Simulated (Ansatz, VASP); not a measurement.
## PtSe2: VASP beside Ansatz

```xyz
3
Lattice="3.6760 0.0000 0.0000 -1.8380 3.1835 0.0000 0.0000 0.0000 5.0758" Properties=species:S:1:pos:R:3 pbc="T T T"
Pt    0.0000    0.0000    0.0000
Se    0.0000    2.1223    1.3477
Se    1.8380    1.0612    3.7281
```

Alike in both runs: task single point; functional PBE; dispersion D3(BJ); k mesh 12 × 12 × 8; occupations gaussian, width 0.15 eV; no spin polarisation.

|  | VASP | Ansatz |
| --- | --- | --- |
| version | VASP 6.6.1 | Ansatz 0.2.0 |
| potentials or method | VASP PAW PBE potentials, release 64 (Pt, Se), cutoff 520 eV | scalar-relativistic, plane waves, PAW |
| valence electrons in the cell | 22 | 50 |

|  | VASP | Ansatz | Ansatz less VASP |
| --- | --- | --- | --- |
| gap on the k mesh at the Fermi level (eV) | none | none | - |
| pressure (GPa) | 2.1 | 2.1 | +0.01 |
| traceless stress, the component that is largest in VASP (GPa) | -3.46 | -3.46 | 0.000 |
| rms of the force components (eV/Å) | 0.049 | 0.052 | +0.0027 |

Atom by atom the forces differ by 0.003 eV/Å (rms over components). A gap of «none» marks a metal or a gap that the smearing closes. VASP's potentials hold 22 valence electrons a cell and Ansatz's 50, so a difference there can come from the potentials and not from the codes.

Spin-orbit coupling is off throughout.
